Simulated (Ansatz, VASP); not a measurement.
## Si: VASP beside Ansatz

```xyz
4
Lattice="3.7261 0.0000 0.0000 -1.8631 3.2269 0.0000 0.0000 0.0000 6.7987" Properties=species:S:1:pos:R:3 pbc="T T T"
Si    0.0000    2.1513    0.4279
Si    1.8631    1.0756    3.8272
Si    0.0000    2.1513    2.9715
Si    1.8631    1.0756    6.3708
```

Alike in both runs: task single point; functional PBE; k mesh 12 × 12 × 6; occupations gaussian, width 0.05 eV; no spin polarisation.

|  | VASP | Ansatz |
| --- | --- | --- |
| version | VASP 6.6.1 | Ansatz 0.2.0 |
| potentials or method | VASP PAW PBE potentials, release 64 (Si), cutoff 520 eV | scalar-relativistic, plane waves, PAW |
| valence electrons in the cell | 16 | 16 |

```tsv
	VASP	Ansatz	Ansatz less VASP
gap on the k mesh at the Fermi level (eV)	0.43	0.43	+0.004
least direct gap on the mesh (eV)	0.61	0.61	0.000
pressure (GPa)	1.1	1.1	+0.05
traceless stress, the component that is largest in VASP (GPa)	-12.37	-12.34	+0.022
rms of the force components (eV/Å)	0.403	0.407	+0.0037
```

Atom by atom the forces differ by 0.004 eV/Å (rms over components). With one functional, cell and mesh, what is left measures potentials, basis and numerics.
